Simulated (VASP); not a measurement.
# Hf (P6_3/mmc) in VASP: notebook

The runs below take Hf through single point, relaxation of cell and atoms, with PBEsol, PBE, RPBE, LDA.

Everything below comes from runs of VASP 6.6.1. Logs are shortened: lines on timing, memory, paths and dates and some standing lists are left out, and cuts for length are marked.

**1. The cell of the first run**

Symmetry: P6_3/mmc, No. 194, hexagonal system. Conventional cell: a = 3.159 Å, b = 3.159 Å, c = 4.991 Å, α = 90.00°, β = 90.00°, γ = 120.00°. Within 4.1 Å of Hf (site symmetry -6m2) lie 12 Hf at 3.09 to 3.16 Å.

**2. Single point, PBEsol**

File INCAR:

```
SYSTEM = Hf
  ALGO = Normal
  EDIFF = 1E-6
  ENCUT = 520
  GGA = PS
  ISIF = 2
  ISMEAR = -1
  LASPH = .TRUE.
  LCHARG = .FALSE.
  LREAL = .FALSE.
  LWAVE = .FALSE.
  NBANDS = 17
  NELM = 60
  PREC = Accurate
  SIGMA = 0.05
```

File KPOINTS:

```
k-points
0
G
  10 10 5
  0 0 0
```

File POSCAR:

```
Hf
1.0
    3.1593107347      0.0000000000      0.0000000000
   -1.5796553674      2.7360433547      0.0000000000
    0.0000000000      0.0000000000      4.9907503904
Hf
2
Direct
    0.6666666667      0.3333333333      0.7500000000
    0.3333333333      0.6666666667      0.2500000000
```

Potentials or basis: VASP PAW PBE potentials, release 64 (Hf_pv).

Launch:

```
$ cat potpaw_PBE.64/Hf_pv/POTCAR > POTCAR
$ mpirun -np 1 vasp_std > vasp.out
```

OUTCAR:

```text
SYSTEM = Hf
   EDIFF = 1E-6
   ENCUT = 520
   GGA = PS
   ISIF = 2
   ISMEAR = -1
   LASPH = .TRUE.
   LREAL = .FALSE.
   NELM = 60
   PREC = Accurate

 ion  position               nearest neighbor table
   1  0.667  0.333  0.750-   2 3.09   2 3.09   2 3.09   2 3.09   2 3.09   2 3.09
   2  0.333  0.667  0.250-   1 3.09   1 3.09   1 3.09   1 3.09   1 3.09   1 3.09

  LATTYP: Found a hexagonal cell.
 ALAT       =     3.1593107347
 C/A-ratio  =     1.5796959557

  Lattice vectors:

 A1 = (   3.1593107347,   0.0000000000,   0.0000000000)
 A2 = (  -1.5796553674,   2.7360433547,   0.0000000000)
 A3 = (   0.0000000000,   0.0000000000,   4.9907503904)

Analysis of symmetry for initial positions (statically):
=====================================================================
 Subroutine PRICEL returns:
 Original cell was already a primitive cell.

 Routine SETGRP: Setting up the symmetry group for a
 hexagonal supercell.

 Subroutine GETGRP returns: Found 24 space group operations
 (whereof 12 operations were pure point group operations)
 out of a pool of 24 trial point group operations.

The static configuration has the point symmetry D_3d.
 The point group associated with its full space group is D_6h.

Analysis of symmetry for dynamics (positions and initial velocities):
=====================================================================
 Subroutine PRICEL returns:
 Original cell was already a primitive cell.

 Routine SETGRP: Setting up the symmetry group for a
 hexagonal supercell.

 Subroutine GETGRP returns: Found 24 space group operations
 (whereof 12 operations were pure point group operations)
 out of a pool of 24 trial point group operations.

The dynamic configuration has the point symmetry D_3d.
 The point group associated with its full space group is D_6h.

 Subroutine INISYM returns: Found 24 space group operations
 (whereof 12 operations are pure point group operations),
 and found     1 'primitive' translations

----------------------------------------------------------------------------------------

                                     Primitive cell

  volume of cell :      43.1401

  direct lattice vectors                    reciprocal lattice vectors
     3.159310735  0.000000000  0.000000000     0.316524737  0.182745642  0.000000000
    -1.579655367  2.736043355  0.000000000     0.000000000  0.365491284  0.000000000
     0.000000000  0.000000000  4.990750390     0.000000000  0.000000000  0.200370670

  length of vectors
     3.159310735  3.159310735  4.990750390     0.365491284  0.365491284  0.200370670

  position of ions in fractional coordinates (direct lattice)
     0.666666667  0.333333333  0.750000000
     0.333333333  0.666666667  0.250000000

  ion indices of the primitive-cell ions
   primitive index   ion index
                 1           1
                 2           2

----------------------------------------------------------------------------------------

 KPOINTS: k-points

Automatic generation of k-mesh.
 Grid dimensions read from file:
 generate k-points for:   10   10    5

 Generating k-lattice:

  Cartesian coordinates                     Fractional coordinates (reciprocal lattice)
     0.031652474  0.018274564  0.000000000     0.100000000 -0.000000000  0.000000000
     0.000000000  0.036549128  0.000000000     0.000000000  0.100000000  0.000000000
     0.000000000  0.000000000  0.040074134     0.000000000  0.000000000  0.200000000

  Length of vectors
     0.036549128  0.036549128  0.040074134

  Shift w.r.t. Gamma in fractional coordinates (k-lattice)
     0.000000000  0.000000000  0.000000000

 Subroutine IBZKPT returns following result:
 ===========================================

 Found     42 irreducible k-points:

 Following reciprocal coordinates:
            Coordinates               Weight
  0.000000  0.000000  0.000000      1.000000
  0.100000  0.000000  0.000000      6.000000
  0.200000  0.000000  0.000000      6.000000
  0.300000  0.000000  0.000000      6.000000
  0.400000  0.000000  0.000000      6.000000
  0.500000  0.000000  0.000000      3.000000
[... 16 lines left out ...]
  0.300000  0.100000  0.200000     24.000000
  0.400000  0.100000  0.200000     24.000000
 [... further k-points ...]
   k-points           NKPTS =     42   k-points in BZ     NKDIM =     42   number of bands    NBANDS=     17
   number of dos      NEDOS =    301   number of ions     NIONS =      2
   total plane-waves  NPLWV =  23040
   dimension x,y,z NGX =    24 NGY =   24 NGZ =   40
   dimension x,y,z NGXF=    48 NGYF=   48 NGZF=   80
   ions per type =               2
   NGX,Y,Z   is equivalent  to a cutoff of  12.63, 12.63, 13.32 a.u.
   NGXF,Y,Z  is equivalent  to a cutoff of  25.26, 25.26, 26.65 a.u.
 SYSTEM =  Hf
   PREC   = accura    normal or accurate (medium, high low for compatibility)
   ISTART =      0    job   : 0-new  1-cont  2-samecut
   ICHARG =      2    charge: 1-file 2-atom 10-const
   ISPIN  =      1    spin polarized calculation?
   LNONCOLLINEAR =      F non collinear calculations
   LSORBIT =      F    spin-orbit coupling
   LASPH  =      T    aspherical Exc in radial PAW
   ENCUT  =  520.0 eV  38.22 Ry    6.18 a.u.   5.87  5.87  9.28*2*pi/ulx,y,z
   NELM   =     60;   NELMIN=  2; NELMDL= -5     # of ELM steps
   EDIFF  = 0.1E-05   stopping-criterion for ELM
   LREAL  =      F    real-space projection
   EDIFFG = 0.1E-04   stopping-criterion for IOM
   NSW    =      0    number of steps for IOM
   IBRION =     -1    ionic relax: 0-MD 1-quasi-New 2-CG
   NFREE  =      0    steps in history (QN), initial steepest desc. (CG)
   ISIF   =      2    stress and relaxation
   ISYM   =      2    0-nonsym 1-usesym 2-fastsym
   POTIM  = 0.5000    time-step for ionic-motion
   TEBEG  =    0.0;   TEEND  =   0.0 temperature during run
   PSTRESS=    0.0 pullay stress
   NELECT =      20.0000    total number of electrons
   NUPDOWN=      -1.0000    fix difference up-down
   EMIN   =  10.00;   EMAX   =-10.00  energy-range for DOS
   EFERMI =   0.00;   METHOD = LEGACY
   ISMEAR =    -1;   SIGMA  =   0.05  broadening in eV -4-tet -1-fermi 0-gaus
   EFERMI_NEDOS =   21; number of points for ismear=-14 and -15
   IALGO  =     38    algorithm
   IMIX   =      4    mixing-type and parameters
     AMIX     =   0.40;   BMIX     =  1.00
     AMIX_MAG =   1.60;   BMIX_MAG =  1.00
  volume/ion in A,a.u.               =      21.57       145.56
  Fermi-wavevector in a.u.,A,eV,Ry     =   1.267042  2.394363 21.842741  1.605396
  Thomas-Fermi vector in A             =   2.400211
   LORBIT       =      0    0 simple, 1 ext, 2 COOP (PROOUT), +10 PAW based schemes
   GGA     = PS    functional components
   LHFCALC =     F    Hartree Fock is set to
   AEXX    =    0.0000 exact exchange contribution
   IVDW    =     0    specifies the selected vdW correction
   LEPSILON=     F    determine dielectric tensor
   LRPA    =     F    only Hartree local field effects (RPA)
 non-spin polarized calculation
  energy-cutoff  :      520.00
  volume of cell :       43.14
 maximum number of plane-waves:      1184
 NGX is ok and might be reduce to    24
   NGX = 11   NGY = 11   NGZ = 19

 number of electron      19.9999996 magnetization

 Free energy of the ion-electron system (eV)
  ---------------------------------------------------
  ext. energy  EPLUGINS =         0.00000000
  ---------------------------------------------------
  free energy    TOTEN  =       -21.01374983 eV

  energy without entropy =      -21.00437176  energy(sigma->0) =      -21.00906079

 E-fermi :   4.9897     XC(G=0): -11.5589

 val. band max:        4.9533211097   @ k =   0.1000   0.1000   0.2000
 cond. band min:       4.9962810352   @ k =   0.0000   0.0000   0.4000
 fundamental gap:      0.0429599255
 Fermi energy:         4.9897000477

 k-point     1 :       0.0000    0.0000    0.0000
  band No.  band energies     occupation
      1     -25.9969      2.00000
      2     -25.1508      2.00000
      3     -25.1508      2.00000
      4     -25.0073      2.00000
      5     -25.0052      2.00000
      6     -25.0052      2.00000
[... 9 lines left out ...]
     16       7.6954      0.00000
     17      10.5363      0.00000

 k-point     2 :       0.1000    0.0000    0.0000
  band No.  band energies     occupation
      1     -25.9677      2.00000
      2     -25.2130      2.00000
      3     -25.1716      2.00000
      4     -25.0707      2.00000
      5     -25.0210      2.00000
      6     -25.0134      2.00000
[... 9 lines left out ...]
     16       7.4072      0.00000
     17      10.7729      0.00000

 k-point     3 :       0.2000    0.0000    0.0000
  band No.  band energies     occupation
      1     -25.8856      2.00000
      2     -25.3757      2.00000
      3     -25.2356      2.00000
      4     -25.2237      2.00000
      5     -25.0621      2.00000
      6     -25.0368      2.00000
[... 9 lines left out ...]
     16       8.1462      0.00000
     17      11.2048      0.00000

 k-point     4 :       0.3000    0.0000    0.0000
  band No.  band energies     occupation
      1     -25.7674      2.00000
      2     -25.5764      2.00000
      3     -25.4276      2.00000
      4     -25.2847      2.00000
      5     -25.1292      2.00000
      6     -25.0682      2.00000
[... 9 lines left out ...]
     16       9.3715      0.00000
     17      11.5368      0.00000
[... 343 lines left out ...]
      1     -25.7910      2.00000
      2     -25.4621      2.00000
      3     -25.3996      2.00000
      4     -25.2546      2.00000
      5     -25.1119      2.00000
      6     -25.0905      2.00000
[... 9 lines left out ...]
     16       9.1639      0.00000
     17      11.0653      0.00000

 k-point    23 :       0.3000    0.1000    0.2000
  band No.  band energies     occupation
      1     -25.7797      2.00000
      2     -25.6137      2.00000
      3     -25.4783      2.00000
      4     -25.3193      2.00000
      5     -25.1739      2.00000
      6     -25.1267      2.00000
[... 9 lines left out ...]
     16      10.1083      0.00000
     17      11.3915      0.00000

 k-point    24 :       0.4000    0.1000    0.2000
  band No.  band energies     occupation
      1     -25.8321      2.00000
      2     -25.6866      2.00000
      3     -25.4769      2.00000
      4     -25.3424      2.00000
      5     -25.2324      2.00000
      6     -25.1524      2.00000
[... 9 lines left out ...]
     16      11.1899      0.00000
     17      12.0563      0.00000

 [... further k-points ...]
[... 5 lines left out ...]
  --------------------------------------------------------------------------------------
  -------------------------------------------------------------------------------------
  Total       -0.0912209     -0.0912209     -0.1176017      0.0000000     -0.0000000      0.0000000
  in kB       -3.3878487     -3.3878487     -4.3676023      0.0000000     -0.0000000      0.0000000
  external PRESSURE =      -3.7144332 kB  Pullay stress =       0.0000000 kB

 VOLUME and BASIS-vectors are now :
 -----------------------------------------------------------------------------
  energy-cutoff  :      520.00
  volume of cell :       43.14
      direct lattice vectors                 reciprocal lattice vectors
     3.159310735  0.000000000  0.000000000     0.316524737  0.182745642  0.000000000
    -1.579655367  2.736043355  0.000000000     0.000000000  0.365491284  0.000000000
     0.000000000  0.000000000  4.990750390     0.000000000  0.000000000  0.200370670

 POSITION                                       TOTAL-FORCE (eV/Angst)
 -----------------------------------------------------------------------------------
      1.57966      0.91201      3.74306        -0.000000      0.000000      0.000000
     -0.00000      1.82403      1.24769         0.000000     -0.000000      0.000000
 -----------------------------------------------------------------------------------
    total drift:                               -0.000000      0.000000     -0.000000

  FREE ENERGIE OF THE ION-ELECTRON SYSTEM (eV)
  ---------------------------------------------------
  free  energy   TOTEN  =       -21.0137498274 eV

  energy  without entropy=      -21.0043717625  energy(sigma->0) =      -21.00906079
```

It took 15 s on 1 thread of Intel Xeon Platinum 8488C (Sapphire Rapids), shared host; peak memory 0.17 GiB.

Results:

```yaml
Free_energy: -21.0137 eV
Pressure: -0.4 GPa
Band_gap_on_the_k_mesh: zero (bands 10 and 11 overlap by 1.51 eV)
```

Caveat: the PAW data sets were made with another functional, which shifts forces and pressure a little; spin-orbit coupling is left out, which moves the levels of the heavy elements.

**3. Single point, PBE**

This run uses another cell than the first one, of 22.38 Å³/atom.

File INCAR:

```
SYSTEM = Hf
ALGO = Fast ; EDIFF = 1E-7
ENCUT = 520 ; GGA = PE
ISIF = 2 ; ISMEAR = 0
LASPH = .True. ; LCHARG = .False.
LREAL = .False. ; LWAVE = .False.
NBANDS = 17 ; NELM = 60
PREC = Accurate ; SIGMA = 0.011
```

File KPOINTS:

```
k-points
0
Gamma
  10 10 5
  0 0 0
```

File POSCAR:

```
Hf
1.0
    3.1967000000      0.0000000000      0.0000000000
   -1.5983500000      2.7684234083      0.0000000000
    0.0000000000      0.0000000000      5.0578000000
Hf
2
Direct
    0.6666666667      0.3333333333      0.7500000000
    0.3333333333      0.6666666667      0.2500000000
```

Potentials or basis: VASP PAW PBE potentials, release 64 (Hf_pv).

Launch:

```
$ cat potpaw_PBE.64/Hf_pv/POTCAR > POTCAR
$ mpirun -np 1 vasp_std > vasp.out
```

It took 30 s on 1 thread of Intel Xeon Platinum 8488C (Sapphire Rapids), shared host; peak memory 0.16 GiB.

Results (log left out):

```yaml
Free_energy: -19.8494 eV
Pressure: 0.2 GPa
Band_gap_on_the_k_mesh: zero (bands 10 and 11 overlap by 1.50 eV)
```

Stress tensor (GPa, compression positive):
```
0.29 0.00 0.00
0.00 0.29 0.00
0.00 0.00 0.03
```

Levels at points of the mesh, in eV from the Fermi level:
```csv
k point,band 7,band 8,band 9,band 10,band 11,band 12,band 13,band 14
"(0.00, 0.00, 0.00)",-7.36,-3.69,0.66,1.20,1.20,1.48,2.02,2.02
"(0.50, 0.00, 0.00)",-3.33,-2.73,-2.21,-0.78,0.81,0.89,1.70,5.91
```

Caveat: spin-orbit coupling is left out, which moves the levels of the heavy elements.

**4. Single point, RPBE**

This run uses another cell than the first one, of 23.12 Å³/atom.

File INCAR:

```
PREC = Accurate
ENCUT = 520
EDIFF = 1E-6
ISMEAR = -1
SIGMA = 0.05
LREAL = False
LASPH = True
NELM = 60
ALGO = Normal
ISIF = 2
LWAVE = False
LCHARG = False
GGA = RP
NBANDS = 17
```

File KPOINTS:

```
regular mesh
0
Gamma
  10 10 5
```

File POSCAR:

```
Hf
1.0
    3.2354913361      0.0000000000      0.0000000000
   -1.6177456680      2.8020176908      0.0000000000
    0.0000000000      0.0000000000      5.1009458682
Hf
2
Direct
    0.6666666667      0.3333333333      0.7500000000
    0.3333333333      0.6666666667      0.2500000000
```

Potentials or basis: VASP PAW PBE potentials, release 64 (Hf_pv).

Launch:

```
$ cat potpaw_PBE.64/Hf_pv/POTCAR > POTCAR
$ mpirun -np 1 vasp_std > vasp.out
```

OUTCAR:

```text
PREC = Accurate
   ENCUT = 520
   EDIFF = 1E-6
   ISMEAR = -1
   LREAL = False
   LASPH = True
   NELM = 60
   ISIF = 2
   GGA = RP

 ion  position               nearest neighbor table
   1  0.667  0.333  0.750-   2 3.16   2 3.16   2 3.16   2 3.16   2 3.16   2 3.16
   2  0.333  0.667  0.250-   1 3.16   1 3.16   1 3.16   1 3.16   1 3.16   1 3.16

  LATTYP: Found a hexagonal cell.
 ALAT       =     3.2354913361
 C/A-ratio  =     1.5765598910

  Lattice vectors:

 A1 = (   3.2354913361,   0.0000000000,   0.0000000000)
[... 650 lines left out ...]
      4     -25.8323      2.00000
      5     -25.7482      2.00000
      6     -25.6830      2.00000
[... 9 lines left out ...]
     16      10.5304      0.00000
     17      11.2909      0.00000

 [... further k-points ...]
[... 5 lines left out ...]
  --------------------------------------------------------------------------------------
  -------------------------------------------------------------------------------------
  Total       -0.1315313     -0.1315313     -0.1643824     -0.0000000      0.0000000      0.0000000
  in kB       -4.5569892     -4.5569892     -5.6951346     -0.0000000      0.0000000      0.0000000
  external PRESSURE =      -4.9363710 kB  Pullay stress =       0.0000000 kB

 VOLUME and BASIS-vectors are now :
 -----------------------------------------------------------------------------
  energy-cutoff  :      520.00
  volume of cell :       46.24
      direct lattice vectors                 reciprocal lattice vectors
     3.235491336  0.000000000  0.000000000     0.309072069  0.178442842  0.000000000
    -1.617745668  2.802017691  0.000000000     0.000000000  0.356885684  0.000000000
     0.000000000  0.000000000  5.100945868     0.000000000  0.000000000  0.196042073

 POSITION                                       TOTAL-FORCE (eV/Angst)
 -----------------------------------------------------------------------------------
      1.61775      0.93401      3.82571         0.000000     -0.000000      0.000000
     -0.00000      1.86801      1.27524        -0.000000      0.000000      0.000000
 -----------------------------------------------------------------------------------
    total drift:                               -0.000000      0.000000     -0.000000

  FREE ENERGIE OF THE ION-ELECTRON SYSTEM (eV)
  ---------------------------------------------------
  free  energy   TOTEN  =       -19.0166681349 eV

  energy  without entropy=      -19.0041836232  energy(sigma->0) =      -19.01042588
```

It took 22 s on 1 thread of Intel Xeon Platinum 8488C (Sapphire Rapids), shared host; peak memory 0.17 GiB.

Results:

```yaml
Free_energy: -19.0167 eV
Pressure: -0.5 GPa
Band_gap_on_the_k_mesh: zero (bands 10 and 11 overlap by 1.52 eV)
```

Caveat: the PAW data sets were made with another functional, which shifts forces and pressure a little; spin-orbit coupling is left out, which moves the levels of the heavy elements.

(Continued in part 2 of 2.)
